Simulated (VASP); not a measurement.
# Cu in VASP: notebook

Runs on Cu. Level: PBE. Tasks: single point.

Program: VASP 6.6.1. These are calculated values, not measurements. Logs are shortened: lines on timing, memory, paths and dates and some standing lists are left out, and cuts for length are marked.

## 1. The cell of the first run

It takes space group I4/mmm (No. 139, tetragonal). The conventional cell has a = 2.886 Å, b = 2.886 Å, c = 2.752 Å, α = 90.00°, β = 90.00°, γ = 90.00°. Cu (site symmetry 4/mmm) has 14 Cu at 2.46 to 2.89 Å within 3.2 Å.

## 2. Single point, PBE

Contents of INCAR:

```
SYSTEM = Cu
PREC = Accurate ; ENCUT = 520
EDIFF = 1E-6 ; ISMEAR = 0
SIGMA = 0.2 ; LREAL = .False.
LASPH = .True. ; NELM = 100
ALGO = Fast ; ISIF = 2
LWAVE = .False. ; LCHARG = .False.
GGA = PE ; NBANDS = 12
```

Contents of KPOINTS:

```
regular mesh
0
Gamma
  10 10 10
  0 0 0
```

Contents of POSCAR:

```
Cu
1.0
   -1.4427933200      1.4427933200      1.3760814500
    1.4427933200     -1.4427933200      1.3760814500
    1.4427933200      1.4427933200     -1.3760814500
Cu
1
Direct
    0.0000000000      0.0000000000      0.0000000000
```

Potentials or basis: VASP PAW PBE potentials, release 64 (Cu).

On the command line:

```sh
> cat potpaw_PBE.64/Cu/POTCAR > POTCAR
> mpirun -np 1 vasp_std > vasp.out
```

OUTCAR:

```text
SYSTEM = Cu
   PREC = Accurate
   ENCUT = 520
   EDIFF = 1E-6
   ISMEAR = 0
   LREAL = .False.
   LASPH = .True.
   NELM = 100
   ISIF = 2
   GGA = PE

 ion  position               nearest neighbor table
   1  0.000  0.000  0.000-

  LATTYP: Found a body centered tetragonal cell.
 ALAT       =     2.8855866400
 C/A-ratio  =     0.9537620052

  Lattice vectors:

 A1 = (  -1.4427933200,   1.4427933200,   1.3760814500)
 A2 = (   1.4427933200,  -1.4427933200,   1.3760814500)
 A3 = (   1.4427933200,   1.4427933200,  -1.3760814500)

Analysis of symmetry for initial positions (statically):
=====================================================================
 Subroutine PRICEL returns:
 Original cell was already a primitive cell.

 Routine SETGRP: Setting up the symmetry group for a
 body centered tetragonal supercell.

 Subroutine GETGRP returns: Found 16 space group operations
 (whereof 16 operations were pure point group operations)
 out of a pool of 16 trial point group operations.

The static configuration has the point symmetry D_4h.

Analysis of symmetry for dynamics (positions and initial velocities):
=====================================================================
 Subroutine PRICEL returns:
 Original cell was already a primitive cell.

 Routine SETGRP: Setting up the symmetry group for a
 body centered tetragonal supercell.

 Subroutine GETGRP returns: Found 16 space group operations
 (whereof 16 operations were pure point group operations)
 out of a pool of 16 trial point group operations.

The dynamic configuration has the point symmetry D_4h.

 Subroutine INISYM returns: Found 16 space group operations
 (whereof 16 operations are pure point group operations),
 and found     1 'primitive' translations

----------------------------------------------------------------------------------------

                                     Primitive cell

  volume of cell :      11.4581

  direct lattice vectors                    reciprocal lattice vectors
    -1.442793320  1.442793320  1.376081450     0.000000000  0.346549983  0.363350585
     1.442793320 -1.442793320  1.376081450     0.346549983  0.000000000  0.363350585
     1.442793320  1.442793320 -1.376081450     0.346549983  0.346549983  0.000000000

  length of vectors
     2.461078074  2.461078074  2.461078074     0.502116060  0.502116060  0.490095685

  position of ions in fractional coordinates (direct lattice)
     0.000000000  0.000000000  0.000000000

  ion indices of the primitive-cell ions
   primitive index   ion index
                 1           1

----------------------------------------------------------------------------------------

 KPOINTS: regular mesh

Automatic generation of k-mesh.
 Grid dimensions read from file:
 generate k-points for:   10   10   10

 Generating k-lattice:

  Cartesian coordinates                     Fractional coordinates (reciprocal lattice)
     0.000000000  0.034654998  0.036335059     0.100000000 -0.000000000  0.000000000
     0.034654998  0.000000000  0.036335059    -0.000000000  0.100000000  0.000000000
     0.034654998  0.034654998  0.000000000     0.000000000  0.000000000  0.100000000

  Length of vectors
     0.050211606  0.050211606  0.049009569

  Shift w.r.t. Gamma in fractional coordinates (k-lattice)
     0.000000000  0.000000000  0.000000000

 Subroutine IBZKPT returns following result:
 ===========================================

 Found    102 irreducible k-points:

 Following reciprocal coordinates:
            Coordinates               Weight
  0.000000  0.000000  0.000000      1.000000
  0.100000 -0.000000  0.000000      8.000000
  0.200000 -0.000000  0.000000      8.000000
  0.300000 -0.000000  0.000000      8.000000
  0.400000 -0.000000  0.000000      8.000000
  0.500000 -0.000000  0.000000      4.000000
[... 16 lines left out ...]
  0.300000  0.300000  0.000000      8.000000
  0.400000  0.300000  0.000000     16.000000
 [... further k-points ...]
   k-points           NKPTS =    102   k-points in BZ     NKDIM =    102   number of bands    NBANDS=     12
   number of dos      NEDOS =    301   number of ions     NIONS =      1
   total plane-waves  NPLWV =   5832
   dimension x,y,z NGX =    18 NGY =   18 NGZ =   18
   dimension x,y,z NGXF=    36 NGYF=   36 NGZF=   36
   ions per type =               1
   NGX,Y,Z   is equivalent  to a cutoff of  12.16, 12.16, 12.16 a.u.
   NGXF,Y,Z  is equivalent  to a cutoff of  24.32, 24.32, 24.32 a.u.
 SYSTEM =  Cu
   PREC   = accura    normal or accurate (medium, high low for compatibility)
   ISTART =      0    job   : 0-new  1-cont  2-samecut
   ICHARG =      2    charge: 1-file 2-atom 10-const
   ISPIN  =      1    spin polarized calculation?
   LNONCOLLINEAR =      F non collinear calculations
   LSORBIT =      F    spin-orbit coupling
   LASPH  =      T    aspherical Exc in radial PAW
   ENCUT  =  520.0 eV  38.22 Ry    6.18 a.u.   4.58  4.58  4.58*2*pi/ulx,y,z
   NELM   =    100;   NELMIN=  2; NELMDL= -5     # of ELM steps
   EDIFF  = 0.1E-05   stopping-criterion for ELM
   LREAL  =      F    real-space projection
   EDIFFG = 0.1E-04   stopping-criterion for IOM
   NSW    =      0    number of steps for IOM
   IBRION =     -1    ionic relax: 0-MD 1-quasi-New 2-CG
   NFREE  =      0    steps in history (QN), initial steepest desc. (CG)
   ISIF   =      2    stress and relaxation
   ISYM   =      2    0-nonsym 1-usesym 2-fastsym
   POTIM  = 0.5000    time-step for ionic-motion
   TEBEG  =    0.0;   TEEND  =   0.0 temperature during run
   PSTRESS=    0.0 pullay stress
   NELECT =      11.0000    total number of electrons
   NUPDOWN=      -1.0000    fix difference up-down
   EMIN   =  10.00;   EMAX   =-10.00  energy-range for DOS
   EFERMI =   0.00;   METHOD = LEGACY
   ISMEAR =     0;   SIGMA  =   0.20  broadening in eV -4-tet -1-fermi 0-gaus
   EFERMI_NEDOS =   21; number of points for ismear=-14 and -15
   IALGO  =     68    algorithm
   IMIX   =      4    mixing-type and parameters
     AMIX     =   0.40;   BMIX     =  1.00
     AMIX_MAG =   1.60;   BMIX_MAG =  1.00
  volume/ion in A,a.u.               =      11.46        77.32
  Fermi-wavevector in a.u.,A,eV,Ry     =   1.614984  3.051878 35.486359  2.608174
  Thomas-Fermi vector in A             =   2.709805
   LORBIT       =      0    0 simple, 1 ext, 2 COOP (PROOUT), +10 PAW based schemes
   GGA     = PE    functional components
   LHFCALC =     F    Hartree Fock is set to
   AEXX    =    0.0000 exact exchange contribution
   IVDW    =     0    specifies the selected vdW correction
   LEPSILON=     F    determine dielectric tensor
   LRPA    =     F    only Hartree local field effects (RPA)
 non-spin polarized calculation
 RMM-DIIS sequential band-by-band and
 Gauss-broadening in eV      SIGMA  =   0.20
  energy-cutoff  :      520.00
  volume of cell :       11.46
 maximum number of plane-waves:       325
   NGX =  9   NGY =  9   NGZ =  9

 number of electron      10.9999998 magnetization

 Free energy of the ion-electron system (eV)
  ---------------------------------------------------
  ext. energy  EPLUGINS =         0.00000000
  ---------------------------------------------------
  free energy    TOTEN  =        -3.66385258 eV

  energy without entropy =       -3.65041494  energy(sigma->0) =       -3.65713376

 E-fermi :   8.0061     XC(G=0): -12.9060

 val. band max:        7.9862478732   @ k =   0.4000   0.1000   0.0000
 cond. band min:       8.0176598628   @ k =   0.2000   0.2000   0.1000
 fundamental gap:      0.0314119896
 Fermi energy:         8.0060717138

 k-point     1 :       0.0000    0.0000    0.0000
  band No.  band energies     occupation
      1      -1.6125      2.00000
      2       4.6284      2.00000
      3       4.8215      2.00000
      4       4.8215      2.00000
      5       5.6905      2.00000
      6       5.8994      2.00000
      7      32.8393      0.00000
      8      32.8393      0.00000
      9      34.0865      0.00000
     10      36.9058      0.00000
     11      36.9109      0.00000
     12      36.9199      0.00000

 k-point     2 :       0.1000   -0.0000    0.0000
  band No.  band energies     occupation
      1      -1.2139      2.00000
      2       4.6181      2.00000
      3       4.8081      2.00000
      4       4.9068      2.00000
      5       5.6903      2.00000
      6       5.8489      2.00000
      7      30.2044      0.00000
      8      31.9387      0.00000
      9      31.9439      0.00000
     10      33.8824      0.00000
     11      34.8814      0.00000
     12      36.0427      0.00000

 k-point     3 :       0.2000   -0.0000    0.0000
  band No.  band energies     occupation
      1      -0.0730      2.00000
      2       4.4395      2.00000
      3       4.7380      2.00000
      4       5.3039      2.00000
      5       5.6878      2.00000
      6       5.8126      2.00000
      7      24.8041      0.00000
      8      29.3319      0.00000
      9      30.1260      0.00000
     10      31.2583      0.00000
     11      33.4978      0.00000
     12      37.1928      0.00000
[... 286 lines left out ...]
 k-point    23 :       0.3000    0.3000    0.0000
  band No.  band energies     occupation
      1       3.6502      2.00000
      2       4.0616      2.00000
      3       4.4653      2.00000
      4       5.7753      2.00000
      5       6.0651      2.00000
      6      11.0865      0.00000
      7      14.2792      0.00000
      8      15.1872      0.00000
      9      24.9928      0.00000
     10      34.0814      0.00000
     11      36.3490      0.00000
     12      42.9770      0.00000

 k-point    24 :       0.4000    0.3000    0.0000
  band No.  band energies     occupation
      1       3.6879      2.00000
      2       4.1119      2.00000
      3       4.3808      2.00000
      4       5.8291      2.00000
      5       5.9346      2.00000
      6      10.7582      0.00000
      7      14.2609      0.00000
      8      15.5668      0.00000
      9      25.2565      0.00000
     10      34.6158      0.00000
     11      36.7678      0.00000
     12      41.4300      0.00000

 [... further k-points ...]

------------------------ aborting loop because EDIFF is reached ----------------------------------------

  FORCE on cell =-STRESS in cart. coord.  units (eV):
  Direction    XX          YY          ZZ          XY          YZ          ZX
  --------------------------------------------------------------------------------------
  -------------------------------------------------------------------------------------
  Total        0.6237778      0.6237778      0.5135618      0.0000000     -0.0000000     -0.0000000
  in kB       87.2224229     87.2224229     71.8109937      0.0000000     -0.0000000     -0.0000000
  external PRESSURE =      82.0852799 kB  Pullay stress =       0.0000000 kB

 VOLUME and BASIS-vectors are now :
 -----------------------------------------------------------------------------
  energy-cutoff  :      520.00
  volume of cell :       11.46
      direct lattice vectors                 reciprocal lattice vectors
    -1.442793320  1.442793320  1.376081450     0.000000000  0.346549983  0.363350585
     1.442793320 -1.442793320  1.376081450     0.346549983  0.000000000  0.363350585
     1.442793320  1.442793320 -1.376081450     0.346549983  0.346549983  0.000000000

 POSITION                                       TOTAL-FORCE (eV/Angst)
 -----------------------------------------------------------------------------------
      0.00000      0.00000      0.00000         0.000000     -0.000000     -0.000000
 -----------------------------------------------------------------------------------
    total drift:                                0.000000     -0.000000      0.000000

  FREE ENERGIE OF THE ION-ELECTRON SYSTEM (eV)
  ---------------------------------------------------
  free  energy   TOTEN  =        -3.6638525764 eV

  energy  without entropy=       -3.6504149435  energy(sigma->0) =       -3.65713376
```

Wall time 9.6 s (1 thread of AMD EPYC 7R13 (Zen 3), shared host); peak memory 0.09 GiB.

What came out:

```
Free energy : -3.6639 eV
Pressure    : 8.2 GPa
```

Stress tensor (GPa, compression positive):
```
8.72 0.00 0.00
0.00 8.72 0.00
0.00 0.00 7.18
```

## 3. Single point, PBE

Contents of INCAR:

```
SYSTEM = Cu
PREC = Accurate ; ENCUT = 520
EDIFF = 1E-7 ; ISMEAR = 0
SIGMA = 0.4 ; LREAL = .False.
LASPH = .True. ; NELM = 60
ALGO = Normal ; ISIF = 2
LWAVE = .False. ; LCHARG = .True.
GGA = PE ; LELF = .True.
LVHAR = .True. ; NBANDS = 12
```

Contents of KPOINTS:

```
Automatic mesh
0
Gamma
  10 10 10
  0 0 0
```

POSCAR is that of step 2.

Potentials or basis: VASP PAW PBE potentials, release 64 (Cu).

On the command line:

```sh
> cat potpaw_PBE.64/Cu/POTCAR > POTCAR
> mpirun -np 1 vasp_std > vasp.out
```

It took 8.8 s on 1 thread of AMD EPYC 7R13 (Zen 3), shared host; peak memory 0.1 GiB.

The run converged. Its results:

```
Free energy : -3.6801 eV
Pressure    : 8.1 GPa
```

Stress tensor (GPa, compression positive):
```
8.44 0.00 0.00
0.00 8.44 0.00
0.00 0.00 7.34
```

Levels at points of the mesh, in eV from the Fermi level:
| k point | band 2 | band 3 | band 4 | band 5 | band 6 | band 7 | band 8 | band 9 | band 10 | band 11 |
| --- | --- | --- | --- | --- | --- | --- | --- | --- | --- | --- |
| (0.00, 0.00, 0.00) | -3.37 | -3.18 | -3.18 | -2.31 | -2.10 | 24.84 | 24.84 | 26.08 | 28.90 | 28.90 |
| (0.50, 0.00, 0.00) | -4.07 | -2.22 | -2.00 | -1.43 | -0.57 | 4.66 | 17.32 | 17.45 | 21.33 | 24.40 |
| (0.50, 0.50, 0.00) | -3.83 | -2.38 | -2.14 | -1.45 | -0.94 | 4.13 | 18.57 | 18.88 | 22.49 | 25.50 |
| (0.50, 0.50, 0.50) | -4.83 | -1.62 | -1.62 | -1.57 | 7.71 | 7.71 | 9.55 | 13.31 | 13.95 | 16.76 |

(Continued in part 2 of 2.)
